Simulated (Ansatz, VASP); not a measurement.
**One calculation of GaSb3, two programs**

```
Ga Sb
1.0
     0.00000    3.58550    3.58550
     3.58550    0.00000    3.58550
     3.58550    3.58550    0.00000
Ga Sb
1 3
Direct
  0.00000 0.00000 0.00000
  0.26743 0.23257 0.26743
  0.76743 0.73257 0.76743
  0.51743 0.48257 0.51743
```

Change from the starting cell: all Sb atoms moved +0.125 Å, as atom 2 along Cartesian [0 1 0].

Alike in both runs: task single point; functional PBEsol; dispersion D3(BJ); k mesh 12 × 12 × 12; occupations gaussian, width 0.15 eV; no spin polarisation.

|  | VASP | Ansatz |
| --- | --- | --- |
| version | VASP 6.6.1 | Ansatz 0.2.0 |
| potentials or method | VASP PAW PBE potentials, release 64 (Ga_d, Sb), cutoff 520 eV | scalar-relativistic, plane waves, PAW |
| valence electrons in the cell | 28 | 58 |

|  | VASP | Ansatz | Ansatz less VASP |
| --- | --- | --- | --- |
| gap on the k mesh at the Fermi level (eV) | none | none | - |
| pressure (GPa) | 0.7 | 0.6 | -0.07 |
| traceless stress, the component that is largest in VASP (GPa) | -0.07 | -0.07 | +0.001 |
| rms of the force components (eV/Å) | 0.091 | 0.090 | -0.0009 |

VASP's potentials were made for PBE, not for PBEsol. Atom by atom the forces differ by 0.001 eV/Å (rms over components). A gap of «none» marks a metal or a gap that the smearing closes. VASP's potentials hold 28 valence electrons a cell and Ansatz's 58, so a difference there can come from the potentials and not from the codes.

Neither program's run includes spin-orbit coupling.
